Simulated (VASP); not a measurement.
# HfSi (Pnma) in VASP: single point with r2SCAN

Aim: the single point of HfSi with r2SCAN.

Everything below comes from runs of VASP 6.6.1. Logs are shortened: lines on timing, memory, paths and dates and some standing lists are left out, and cuts for length are marked.

## (1) The cell of the first run

The structure is orthorhombic, space group Pnma (No. 62). Conventional cell: a = 6.863 Å, b = 3.775 Å, c = 5.225 Å, α = 90.00°, β = 90.00°, γ = 90.00°. Hf (site symmetry m) has 7 Si at 2.70 to 2.88 Å and 10 Hf at 3.33 to 3.78 Å within 3.8 Å. Within 3.2 Å of Si (site symmetry m) lie 2 Si at 2.45 Å and 7 Hf at 2.70 to 2.88 Å.

## (2) Single point, r2SCAN

POSCAR

```
HfSi
1.0
    3.7751575191      0.0000000000      0.0000000000
    0.0000000000      5.2250393615      0.0000000000
    0.0000000000      0.0000000000      6.8628443940
Hf Si
4 4
Direct
    0.7500000000      0.8738698321      0.1756138749
    0.2500000000      0.3738698321      0.3243861251
    0.7500000000      0.6261301679      0.6756138749
    0.2500000000      0.1261301679      0.8243861251
    0.7500000000      0.3609393239      0.0428633008
    0.2500000000      0.8609393239      0.4571366992
    0.7500000000      0.1390606761      0.5428633008
    0.2500000000      0.6390606761      0.9571366992
```

INCAR.step1

```
PREC = Accurate
ENCUT = 520
ISMEAR = 0
SIGMA = 0.1
LREAL = False
LASPH = True
NELM = 80
NBANDS = 38
GGA = PE
ALGO = Normal
EDIFF = 1E-4
LWAVE = True
LCHARG = False
```

INCAR.step2

```
PREC = Accurate
ENCUT = 520
EDIFF = 1E-6
ISMEAR = 0
SIGMA = 0.1
LREAL = False
LASPH = True
NELM = 80
ALGO = Normal
ISIF = 2
LWAVE = False
LCHARG = False
METAGGA = R2SCAN
LMIXTAU = True
NBANDS = 38
ISTART = 1
```

KPOINTS

```
regular mesh
0
Gamma
  9 7 5
```

Potentials or basis: VASP PAW PBE potentials, release 64 (Hf_pv, Si).

Started as:

```sh
$ cat potpaw_PBE.64/Hf_pv/POTCAR potpaw_PBE.64/Si/POTCAR > POTCAR
$ cp INCAR.step1 INCAR
$ mpirun -np 1 vasp_std > vasp.out
$ cp INCAR.step2 INCAR
$ mpirun -np 1 vasp_std > vasp.out
```

OUTCAR:

```text
PREC = Accurate
   ENCUT = 520
   EDIFF = 1E-6
   ISMEAR = 0
   LREAL = False
   LASPH = True
   NELM = 80
   ISIF = 2
   METAGGA = R2SCAN
   ISTART = 1

 ion  position               nearest neighbor table
   1  0.750  0.874  0.176-   6 2.70   6 2.70   5 2.70   8 2.70   8 2.70   5 2.83   7 2.88   4 3.33
                             4 3.33   2 3.38   2 3.38   2 3.38   2 3.38   3 3.67   3 3.67
   2  0.250  0.374  0.324-   5 2.70   5 2.70   6 2.70   7 2.70   7 2.70   6 2.83   8 2.88   3 3.33
                             3 3.33   1 3.38   1 3.38   1 3.38   1 3.38   4 3.67   4 3.67
   3  0.750  0.626  0.676-   8 2.70   8 2.70   7 2.70   6 2.70   6 2.70   7 2.83   5 2.88   2 3.33
                             2 3.33   4 3.38   4 3.38   4 3.38   4 3.38   1 3.67   1 3.67
   4  0.250  0.126  0.824-   7 2.70   7 2.70   8 2.70   5 2.70   5 2.70   8 2.83   6 2.88   1 3.33
                             1 3.33   3 3.38   3 3.38   3 3.38   3 3.38   2 3.67   2 3.67
   5  0.750  0.361  0.043-   8 2.45   8 2.45   2 2.70   2 2.70   1 2.70   4 2.70   4 2.70   1 2.83
                             3 2.88
   6  0.250  0.861  0.457-   7 2.45   7 2.45   1 2.70   1 2.70   2 2.70   3 2.70   3 2.70   2 2.83
                             4 2.88
   7  0.750  0.139  0.543-   6 2.45   6 2.45   4 2.70   4 2.70   3 2.70   2 2.70   2 2.70   3 2.83
                             1 2.88
   8  0.250  0.639  0.957-   5 2.45   5 2.45   3 2.70   3 2.70   4 2.70   1 2.70   1 2.70   4 2.83
                             2 2.88

  LATTYP: Found a simple orthorhombic cell.
 ALAT       =     3.7751575191
 B/A-ratio  =     1.3840586347
 C/A-ratio  =     1.8178961697

  Lattice vectors:

 A1 = (   3.7751575191,   0.0000000000,   0.0000000000)
 A2 = (   0.0000000000,   5.2250393615,   0.0000000000)
 A3 = (   0.0000000000,   0.0000000000,   6.8628443940)

Analysis of symmetry for initial positions (statically):
=====================================================================
 Subroutine PRICEL returns:
 Original cell was already a primitive cell.

 Routine SETGRP: Setting up the symmetry group for a
 simple orthorhombic supercell.

 Subroutine GETGRP returns: Found  8 space group operations
 (whereof  2 operations were pure point group operations)
 out of a pool of  8 trial point group operations.

The static configuration has the point symmetry S_2 .
 The point group associated with its full space group is D_2h.

Analysis of symmetry for dynamics (positions and initial velocities):
=====================================================================
 Subroutine PRICEL returns:
 Original cell was already a primitive cell.

 Routine SETGRP: Setting up the symmetry group for a
 simple orthorhombic supercell.

 Subroutine GETGRP returns: Found  8 space group operations
 (whereof  2 operations were pure point group operations)
 out of a pool of  8 trial point group operations.

The dynamic configuration has the point symmetry S_2 .
 The point group associated with its full space group is D_2h.

 Subroutine INISYM returns: Found  8 space group operations
 (whereof  2 operations are pure point group operations),
 and found     1 'primitive' translations

----------------------------------------------------------------------------------------

                                     Primitive cell

  volume of cell :     135.3720

  direct lattice vectors                    reciprocal lattice vectors
     3.775157519  0.000000000  0.000000000     0.264889609  0.000000000  0.000000000
     0.000000000  5.225039362  0.000000000     0.000000000  0.191386118  0.000000000
     0.000000000  0.000000000  6.862844394     0.000000000  0.000000000  0.145712177

  length of vectors
     3.775157519  5.225039362  6.862844394     0.264889609  0.191386118  0.145712177

  position of ions in fractional coordinates (direct lattice)
     0.750000000  0.873869832  0.175613875
     0.250000000  0.373869832  0.324386125
     0.750000000  0.626130168  0.675613875
     0.250000000  0.126130168  0.824386125
     0.750000000  0.360939324  0.042863301
     0.250000000  0.860939324  0.457136699
     0.750000000  0.139060676  0.542863301
     0.250000000  0.639060676  0.957136699

  ion indices of the primitive-cell ions
   primitive index   ion index
                 1           1
                 2           2
                 3           3
                 4           4
                 5           5
                 6           6
                 7           7
                 8           8

----------------------------------------------------------------------------------------

 KPOINTS: regular mesh

Automatic generation of k-mesh.
 Grid dimensions read from file:
 generate k-points for:    9    7    5

 Generating k-lattice:

  Cartesian coordinates                     Fractional coordinates (reciprocal lattice)
     0.029432179  0.000000000  0.000000000     0.111111111  0.000000000  0.000000000
     0.000000000  0.027340874  0.000000000     0.000000000  0.142857143  0.000000000
     0.000000000  0.000000000  0.029142435     0.000000000  0.000000000  0.200000000

  Length of vectors
     0.029432179  0.027340874  0.029142435

  Shift w.r.t. Gamma in fractional coordinates (k-lattice)
     0.000000000  0.000000000  0.000000000

 Subroutine IBZKPT returns following result:
 ===========================================

 Found     60 irreducible k-points:

 Following reciprocal coordinates:
            Coordinates               Weight
  0.000000  0.000000  0.000000      1.000000
  0.111111  0.000000  0.000000      2.000000
  0.222222  0.000000  0.000000      2.000000
  0.333333  0.000000  0.000000      2.000000
  0.444444  0.000000  0.000000      2.000000
  0.000000  0.142857  0.000000      2.000000
[... 16 lines left out ...]
  0.222222  0.000000  0.200000      4.000000
  0.333333  0.000000  0.200000      4.000000
 [... further k-points ...]
   k-points           NKPTS =     60   k-points in BZ     NKDIM =     60   number of bands    NBANDS=     38
   number of dos      NEDOS =    301   number of ions     NIONS =      8
   total plane-waves  NPLWV =  60480
   dimension x,y,z NGX =    28 NGY =   40 NGZ =   54
   dimension x,y,z NGXF=    56 NGYF=   80 NGZF=  108
   ions per type =               4   4
   NGX,Y,Z   is equivalent  to a cutoff of  12.33, 12.73, 13.08 a.u.
   NGXF,Y,Z  is equivalent  to a cutoff of  24.66, 25.45, 26.16 a.u.
 SYSTEM =  unknown system
   PREC   = accura    normal or accurate (medium, high low for compatibility)
   ISTART =      1    job   : 0-new  1-cont  2-samecut
   ICHARG =      0    charge: 1-file 2-atom 10-const
   ISPIN  =      1    spin polarized calculation?
   LNONCOLLINEAR =      F non collinear calculations
   LSORBIT =      F    spin-orbit coupling
   LASPH  =      T    aspherical Exc in radial PAW
   ENCUT  =  520.0 eV  38.22 Ry    6.18 a.u.   7.02  9.72 12.76*2*pi/ulx,y,z
   NELM   =     80;   NELMIN=  2; NELMDL=  0     # of ELM steps
   EDIFF  = 0.1E-05   stopping-criterion for ELM
   LREAL  =      F    real-space projection
   EDIFFG = 0.1E-04   stopping-criterion for IOM
   NSW    =      0    number of steps for IOM
   IBRION =     -1    ionic relax: 0-MD 1-quasi-New 2-CG
   NFREE  =      0    steps in history (QN), initial steepest desc. (CG)
   ISIF   =      2    stress and relaxation
   ISYM   =      2    0-nonsym 1-usesym 2-fastsym
   POTIM  = 0.5000    time-step for ionic-motion
   TEBEG  =    0.0;   TEEND  =   0.0 temperature during run
   PSTRESS=    0.0 pullay stress
   NELECT =      56.0000    total number of electrons
   NUPDOWN=      -1.0000    fix difference up-down
   EMIN   =  10.00;   EMAX   =-10.00  energy-range for DOS
   EFERMI =   0.00;   METHOD = LEGACY
   ISMEAR =     0;   SIGMA  =   0.10  broadening in eV -4-tet -1-fermi 0-gaus
   EFERMI_NEDOS =   21; number of points for ismear=-14 and -15
   IALGO  =     38    algorithm
   IMIX   =      4    mixing-type and parameters
     AMIX     =   0.40;   BMIX     =  1.00
     AMIX_MAG =   1.60;   BMIX_MAG =  1.00
  volume/ion in A,a.u.               =      16.92       114.19
  Fermi-wavevector in a.u.,A,eV,Ry     =   1.219817  2.305119 20.244827  1.487953
  Thomas-Fermi vector in A             =   2.355056
   LORBIT       =      0    0 simple, 1 ext, 2 COOP (PROOUT), +10 PAW based schemes
   METAGGA = R2SCAN    functional components
   LHFCALC =     F    Hartree Fock is set to
   AEXX    =    0.0000 exact exchange contribution
   IVDW    =     0    specifies the selected vdW correction
   LEPSILON=     F    determine dielectric tensor
   LRPA    =     F    only Hartree local field effects (RPA)
 non-spin polarized calculation
 Gauss-broadening in eV      SIGMA  =   0.10
  energy-cutoff  :      520.00
  volume of cell :      135.37
 maximum number of plane-waves:      3681
   NGX = 15   NGY = 19   NGZ = 25

 number of electron      56.0000005 magnetization

 Free energy of the ion-electron system (eV)
  ---------------------------------------------------
  ext. energy  EPLUGINS =         0.00000000
  ---------------------------------------------------
  free energy    TOTEN  =      -222.54887345 eV

  energy without entropy =     -222.53930276  energy(sigma->0) =     -222.54408811

 E-fermi :   7.5574     XC(G=0): -12.4179

 val. band max:        7.5255414555   @ k =   0.0000   0.2857   0.0000
 cond. band min:       7.5727757680   @ k =   0.2222   0.4286   0.0000
 fundamental gap:      0.0472343125
 Fermi energy:         7.5574051569

 k-point     1 :       0.0000    0.0000    0.0000
  band No.  band energies     occupation
      1     -24.3406      2.00000
      2     -24.3394      2.00000
      3     -24.3007      2.00000
      4     -24.2269      2.00000
      5     -24.2153      2.00000
      6     -24.1953      2.00000
[... 30 lines left out ...]
     37      11.0374      0.00000
     38      11.4350      0.00000
[... 941 lines left out ...]
     37      11.4296      0.00000
     38      11.7412      0.00000

 [... further k-points ...]

------------------------ aborting loop because EDIFF is reached ----------------------------------------

  FORCE on cell =-STRESS in cart. coord.  units (eV):
  Direction    XX          YY          ZZ          XY          YZ          ZX
  --------------------------------------------------------------------------------------
  -------------------------------------------------------------------------------------
  Total       -0.3027714     -0.3544981     -0.2018800     -0.0000000      0.0000000      0.0000000
  in kB       -3.5834108     -4.1956156     -2.3893242     -0.0000000      0.0000000      0.0000000
  external PRESSURE =      -3.3894502 kB  Pullay stress =       0.0000000 kB

 VOLUME and BASIS-vectors are now :
 -----------------------------------------------------------------------------
  energy-cutoff  :      520.00
  volume of cell :      135.37
      direct lattice vectors                 reciprocal lattice vectors
     3.775157519  0.000000000  0.000000000     0.264889609  0.000000000  0.000000000
     0.000000000  5.225039362  0.000000000     0.000000000  0.191386118  0.000000000
     0.000000000  0.000000000  6.862844394     0.000000000  0.000000000  0.145712177

 POSITION                                       TOTAL-FORCE (eV/Angst)
 -----------------------------------------------------------------------------------
      2.83137      4.56600      1.20521        -0.000000      0.014097     -0.005167
      0.94379      1.95348      2.22621        -0.000000      0.014097      0.005167
      2.83137      3.27155      4.63663         0.000000     -0.014097     -0.005167
      0.94379      0.65904      5.65763         0.000000     -0.014097      0.005167
      2.83137      1.88592      0.29416        -0.000000     -0.001646      0.001485
      0.94379      4.49844      3.13726        -0.000000     -0.001646     -0.001485
      2.83137      0.72660      3.72559        -0.000000      0.001646      0.001485
      0.94379      3.33912      6.56868         0.000000      0.001646     -0.001485
 -----------------------------------------------------------------------------------
    total drift:                                0.000000     -0.000000      0.000000

  FREE ENERGIE OF THE ION-ELECTRON SYSTEM (eV)
  ---------------------------------------------------
  free  energy   TOTEN  =      -222.5488734491 eV

  energy  without entropy=     -222.5393027629  energy(sigma->0) =     -222.54408811
```

Run time: 9.6 min. Hardware: 1 thread of Intel Xeon Platinum 8488C (Sapphire Rapids), shared host; peak memory 0.41 GiB.

Results:

| Item | Value |
| --- | --- |
| Free energy | -222.5489 eV |
| Pressure | -0.3 GPa |
| Largest force | 0.015 eV/Å |
| Band gap on the k mesh | zero (bands 28 and 29 overlap by 0.33 eV) |

Forces in eV/Å, atoms in the order of the input:
```
Hf   0.000  0.014 -0.005
Hf   0.000  0.014  0.005
Hf   0.000 -0.014 -0.005
Hf   0.000 -0.014  0.005
Si   0.000 -0.002  0.001
Si   0.000 -0.002 -0.001
Si   0.000  0.002  0.001
Si   0.000  0.002 -0.001
```

Caveat: the PAW data sets were made with another functional, which shifts forces and pressure a little; spin-orbit coupling is left out, which moves the levels of the heavy elements.
